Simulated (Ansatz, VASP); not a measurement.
**ScSn3Se: VASP beside Ansatz**

```
Sc Sn Se
1.0
     4.76718    0.00000    0.00000
    -2.38359    4.12850    0.00000
     0.00000    0.00000    6.75449
Sc Sn Se
1 3 1
Direct
  0.66667 0.33333 0.00000
  0.33333 0.66667 0.27191
  0.33333 0.66667 0.72809
  0.66667 0.33333 0.50000
  0.00000 0.00000 0.00000
```

Alike in both runs: functional PBE; k mesh 12 × 12 × 6; occupations gaussian, width 0.1 eV; no spin polarisation.

Ansatz relaxed the structure, and its values are those at the end. VASP's run is a single point on that final structure, the one shown.

|  | VASP | Ansatz |
| --- | --- | --- |
| version | VASP 6.6.1 | Ansatz 0.2.0 |
| potentials or method | VASP PAW PBE potentials, release 64 (Sc_sv, Sn_d, Se), cutoff 520 eV | scalar-relativistic, plane waves, PAW |
| valence electrons in the cell | 59 | 69 |

|  | VASP | Ansatz | Ansatz less VASP |
| --- | --- | --- | --- |
| gap on the k mesh at the Fermi level (eV) | none | none | - |
| pressure (GPa) | 0.0 | 0.0 | -0.02 |

A gap of «none» marks a metal or a gap that the smearing closes. The functional is the same, so the differences come from potentials, cutoffs and numerics. VASP's potentials hold 59 valence electrons a cell and Ansatz's 69, so a difference there can come from the potentials and not from the codes.
